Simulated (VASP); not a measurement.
# ZnRe (P-6m2) in VASP: single point with PBE

Aim: the single point of ZnRe with PBE.

Everything below comes from runs of VASP 6.6.1. Logs are shortened: lines on timing, memory, paths and dates and some standing lists are left out, and cuts for length are marked.

## Step 1: The cell of the first run

Symmetry: P-6m2, No. 187, hexagonal system. Conventional cell: a = 2.748 Å, b = 2.748 Å, c = 4.494 Å, α = 90.00°, β = 90.00°, γ = 120.00°. Zn (site symmetry -6m2) has 6 Zn at 2.75 Å and 6 Re at 2.75 Å within 3.6 Å. Within 3.6 Å of Re (site symmetry -6m2) lie 6 Re at 2.75 Å and 6 Zn at 2.75 Å.

## Step 2: Single point, PBE

File INCAR:

```
SYSTEM = ZnRe
PREC = Accurate ; ENCUT = 560
EDIFF = 1E-6 ; ISMEAR = 0
SIGMA = 0.1 ; LREAL = .FALSE.
LASPH = .TRUE. ; NELM = 120
ALGO = Normal ; ISIF = 2
LWAVE = .FALSE. ; LCHARG = .FALSE.
GGA = PE ; NBANDS = 20
GGA_COMPAT = .FALSE.
```

File KPOINTS:

```
regular mesh
0
G
  6 6 4
  0 0 0
```

File POSCAR:

```
ZnRe
1.0
    2.7482183437      0.0000000000      0.0000000000
   -1.3741091718      2.3800269008      0.0000000000
    0.0000000000      0.0000000000      4.4940660000
Zn Re
1 1
Direct
    0.0000000000      0.0000000000      0.0000000000
    0.3333333300      0.6666666700      0.5000000000
```

Potentials or basis: VASP PAW PBE potentials, release 64 (Zn, Re_sv_GW).

Command:

```console
$ cat potpaw_PBE.64/Zn/POTCAR potpaw_PBE.64/Re_sv_GW/POTCAR > POTCAR
$ mpirun -np 1 vasp_std > vasp.out
```

OUTCAR:

```text
SYSTEM = ZnRe
   PREC = Accurate
   ENCUT = 560
   EDIFF = 1E-6
   ISMEAR = 0
   LREAL = .FALSE.
   LASPH = .TRUE.
   NELM = 120
   ISIF = 2
   GGA = PE

 ion  position               nearest neighbor table
   1  0.000  0.000  0.000-   2 2.75   2 2.75   2 2.75   2 2.75   2 2.75   2 2.75
   2  0.333  0.667  0.500-   1 2.75   1 2.75   1 2.75   1 2.75   1 2.75   1 2.75

  LATTYP: Found a hexagonal cell.
 ALAT       =     2.7482183437
 C/A-ratio  =     1.6352652657

  Lattice vectors:

 A1 = (   2.7482183437,   0.0000000000,   0.0000000000)
 A2 = (  -1.3741091718,   2.3800269008,   0.0000000000)
 A3 = (   0.0000000000,   0.0000000000,   4.4940660000)

Analysis of symmetry for initial positions (statically):
=====================================================================
 Subroutine PRICEL returns:
 Original cell was already a primitive cell.

 Routine SETGRP: Setting up the symmetry group for a
 hexagonal supercell.

 Subroutine GETGRP returns: Found 12 space group operations
 (whereof 12 operations were pure point group operations)
 out of a pool of 24 trial point group operations.

The static configuration has the point symmetry D_3h.

Analysis of symmetry for dynamics (positions and initial velocities):
=====================================================================
 Subroutine PRICEL returns:
 Original cell was already a primitive cell.

 Routine SETGRP: Setting up the symmetry group for a
 hexagonal supercell.

 Subroutine GETGRP returns: Found 12 space group operations
 (whereof 12 operations were pure point group operations)
 out of a pool of 24 trial point group operations.

The dynamic configuration has the point symmetry D_3h.

 Subroutine INISYM returns: Found 12 space group operations
 (whereof 12 operations are pure point group operations),
 and found     1 'primitive' translations

----------------------------------------------------------------------------------------

                                     Primitive cell

  volume of cell :      29.3949

  direct lattice vectors                    reciprocal lattice vectors
     2.748218344  0.000000000  0.000000000     0.363872107  0.210081659  0.000000000
    -1.374109172  2.380026901  0.000000000     0.000000000  0.420163318  0.000000000
     0.000000000  0.000000000  4.494066000     0.000000000  0.000000000  0.222515646

  length of vectors
     2.748218344  2.748218344  4.494066000     0.420163318  0.420163318  0.222515646

  position of ions in fractional coordinates (direct lattice)
[... 73 lines left out ...]
   ENCUT  =  560.0 eV  41.16 Ry    6.42 a.u.   5.30  5.30  8.67*2*pi/ulx,y,z
   NELM   =    120;   NELMIN=  2; NELMDL= -5     # of ELM steps
   EDIFF  = 0.1E-05   stopping-criterion for ELM
   LREAL  =      F    real-space projection
   EDIFFG = 0.1E-04   stopping-criterion for IOM
   NSW    =      0    number of steps for IOM
   IBRION =     -1    ionic relax: 0-MD 1-quasi-New 2-CG
   NFREE  =      0    steps in history (QN), initial steepest desc. (CG)
   ISIF   =      2    stress and relaxation
   ISYM   =      2    0-nonsym 1-usesym 2-fastsym
   POTIM  = 0.5000    time-step for ionic-motion
   TEBEG  =    0.0;   TEEND  =   0.0 temperature during run
   PSTRESS=    0.0 pullay stress
   NELECT =      27.0000    total number of electrons
   NUPDOWN=      -1.0000    fix difference up-down
   EMIN   =  10.00;   EMAX   =-10.00  energy-range for DOS
   EFERMI =   0.00;   METHOD = LEGACY
   ISMEAR =     0;   SIGMA  =   0.10  broadening in eV -4-tet -1-fermi 0-gaus
   EFERMI_NEDOS =   21; number of points for ismear=-14 and -15
   IALGO  =     38    algorithm
   IMIX   =      4    mixing-type and parameters
     AMIX     =   0.40;   BMIX     =  1.00
     AMIX_MAG =   1.60;   BMIX_MAG =  1.00
  volume/ion in A,a.u.               =      14.70        99.18
  Fermi-wavevector in a.u.,A,eV,Ry     =   1.591373  3.007258 34.456306  2.532467
  Thomas-Fermi vector in A             =   2.689923
   LORBIT       =      0    0 simple, 1 ext, 2 COOP (PROOUT), +10 PAW based schemes
   GGA     = PE    functional components
   LHFCALC =     F    Hartree Fock is set to
   AEXX    =    0.0000 exact exchange contribution
   IVDW    =     0    specifies the selected vdW correction
   LEPSILON=     F    determine dielectric tensor
   LRPA    =     F    only Hartree local field effects (RPA)
 non-spin polarized calculation
 Gauss-broadening in eV      SIGMA  =   0.10
  energy-cutoff  :      560.00
  volume of cell :       29.39
 maximum number of plane-waves:       894
 NGX is ok and might be reduce to    24
   NGX = 11   NGY = 11   NGZ = 17

 number of electron      27.0000016 magnetization

 Free energy of the ion-electron system (eV)
  ---------------------------------------------------
  ext. energy  EPLUGINS =         0.00000000
  ---------------------------------------------------
  free energy    TOTEN  =       -14.64044233 eV

  energy without entropy =      -14.62610243  energy(sigma->0) =      -14.63327238

 E-fermi :   7.9619     XC(G=0): -13.0366

 val. band max:        7.9535692430   @ k =   0.1667   0.0000   0.2500
 cond. band min:       7.9956321385   @ k =   0.1667   0.0000   0.5000
 fundamental gap:      0.0420628955
 Fermi energy:         7.9619055463

 k-point     1 :       0.0000    0.0000    0.0000
  band No.  band energies     occupation
      1     -72.0294      2.00000
      2     -33.9822      2.00000
      3     -33.3049      2.00000
      4     -33.3049      2.00000
      5      -2.1384      2.00000
      6       0.1970      2.00000
[... 472 lines left out ...]
     19      15.3174      0.00000
     20      17.1452      0.00000

------------------------ aborting loop because EDIFF is reached ----------------------------------------

  FORCE on cell =-STRESS in cart. coord.  units (eV):
  Direction    XX          YY          ZZ          XY          YZ          ZX
  --------------------------------------------------------------------------------------
  -------------------------------------------------------------------------------------
  Total       -0.2253726     -0.2253726     -0.2618829     -0.0000000      0.0000000      0.0000000
  in kB      -12.2839795    -12.2839795    -14.2739819     -0.0000000      0.0000000      0.0000000
  external PRESSURE =     -12.9473136 kB  Pullay stress =       0.0000000 kB

 VOLUME and BASIS-vectors are now :
 -----------------------------------------------------------------------------
  energy-cutoff  :      560.00
  volume of cell :       29.39
      direct lattice vectors                 reciprocal lattice vectors
     2.748218344  0.000000000  0.000000000     0.363872107  0.210081659  0.000000000
    -1.374109172  2.380026901  0.000000000     0.000000000  0.420163318  0.000000000
     0.000000000  0.000000000  4.494066000     0.000000000  0.000000000  0.222515646

 POSITION                                       TOTAL-FORCE (eV/Angst)
 -----------------------------------------------------------------------------------
      0.00000      0.00000      0.00000         0.000000      0.000000      0.000000
     -0.00000      1.58668      2.24703        -0.000000      0.000000      0.000000
 -----------------------------------------------------------------------------------
    total drift:                                0.000054     -0.000031     -0.000000

  FREE ENERGIE OF THE ION-ELECTRON SYSTEM (eV)
  ---------------------------------------------------
  free  energy   TOTEN  =       -14.6404423330 eV

  energy  without entropy=      -14.6261024278  energy(sigma->0) =      -14.63327238
```

OSZICAR:

```text
N       E                     dE             d eps       ncg     rms          rms(c)
DAV:   1     0.309081526153E+03    0.30908E+03   -0.16064E+04   888   0.195E+03
DAV:   2     0.745054305977E+01   -0.30163E+03   -0.29240E+03   928   0.483E+02
DAV:   3    -0.155905097485E+02   -0.23041E+02   -0.22674E+02   944   0.132E+02
DAV:   4    -0.160078159076E+02   -0.41731E+00   -0.41254E+00   968   0.172E+01
DAV:   5    -0.160157016694E+02   -0.78858E-02   -0.78854E-02   952   0.195E+00    0.948E+01
DAV:   6    -0.147790745859E+02    0.12366E+01   -0.32619E+00   912   0.148E+01    0.585E+01
DAV:   7    -0.147250889211E+02    0.53986E-01   -0.10676E+00  1072   0.157E+01    0.126E+01
DAV:   8    -0.146458753558E+02    0.79214E-01   -0.34936E-01  1056   0.106E+01    0.294E+00
DAV:   9    -0.146407342264E+02    0.51411E-02   -0.35168E-02  1144   0.280E+00    0.160E+00
DAV:  10    -0.146406760038E+02    0.58223E-04   -0.29547E-03   964   0.643E-01    0.514E-01
DAV:  11    -0.146404508271E+02    0.22518E-03   -0.90518E-04  1052   0.317E-01    0.745E-02
DAV:  12    -0.146404427756E+02    0.80515E-05   -0.59914E-05   940   0.856E-02    0.167E-01
DAV:  13    -0.146404423330E+02    0.44258E-06   -0.14464E-06   656   0.131E-02
   1 F= -.14640442E+02 E0= -.14633272E+02  d E =-.143399E-01
```

stdout:

```text
POSCAR found type information on POSCAR ZnRe
 POSCAR found :  2 types and       2 ions
 scaLAPACK will be used
 LDA part: xc-table for (Slater+PW92), standard interpolation
 POSCAR, INCAR and KPOINTS ok, starting setup
 FFT: planning ... GRIDC
 FFT: planning ... GRID_SOFT
 FFT: planning ... GRID
 WAVECAR not read
 entering main loop
```

Run time: 7.2 s. Hardware: 1 thread of Intel Xeon 6975P-C (Granite Rapids), shared host; peak memory 0.16 GiB.

Results:

| Quantity | Value |
| --- | --- |
| Free energy | -14.6404 eV |
| Pressure | -1.3 GPa |
| Band gap on the k mesh | zero (an odd number of electrons rules out a gap without spin polarisation) |

Caveat: the k points lie up to 0.44 Å⁻¹ apart, too coarse for converged energies and pressures of a metal; spin-orbit coupling is left out, which moves the levels of the heavy elements.

The gap in the log of VASP goes by the Fermi energy; the results here count the filled bands.